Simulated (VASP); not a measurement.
Wanted: the native input for a VASP 6.6.1 run.

* Task: single point
* Functional: PBE
* Potentials or basis: VASP PAW PBE potentials, release 64 (Nb_sv, N)
* Cutoff: 520 eV
* k mesh: 16 × 16 × 16
* Occupations: gaussian, width 0.1 eV
* Spin: no spin polarisation
* Dipole correction: no
* Further INCAR settings: ALGO = Normal; EDIFF = 1e-07; NBANDS = 16

The structure of NbN lies in POSCAR:

```
NbN
1.0
    0.0000000000      2.2107715328      2.2107715328
    2.2107715328      0.0000000000      2.2107715328
    2.2107715328      2.2107715328      0.0000000000
Nb N
1 1
Direct
    0.5000000000      0.5000000000      0.5000000000
    0.0000000000      0.0000000000      0.0000000000
```

These files were run (other wordings do the same):

INCAR

```
  PREC = Accurate
  ENCUT = 520
  EDIFF = 1E-7
  ISMEAR = 0
  SIGMA = 0.1
  LREAL = F
  LASPH = T
  NELM = 60
  ALGO = Normal
  ISIF = 2
  LWAVE = F
  LCHARG = T
  GGA = PE
  LELF = T
  LVHAR = T
  NBANDS = 16
```

KPOINTS

```
regular mesh
0
Gamma
  16 16 16
```

Potentials or basis: VASP PAW PBE potentials, release 64 (Nb_sv, N).

Run with:

```sh
$ cat potpaw_PBE.64/Nb_sv/POTCAR potpaw_PBE.64/N/POTCAR > POTCAR
$ mpirun -np 1 vasp_std > vasp.out
```

Results of the run:

```yaml
Pressure: -0.5 GPa
Band_gap_on_the_k_mesh: zero (band 9 reaches 15.12 eV, above the bottom of band 10 at 11.73 eV)
```

Wall time 23 s on 1 thread of Intel(R) Xeon(R) Platinum 8559C (Emerald Rapids) (shared host), peak memory 0.17 GiB.
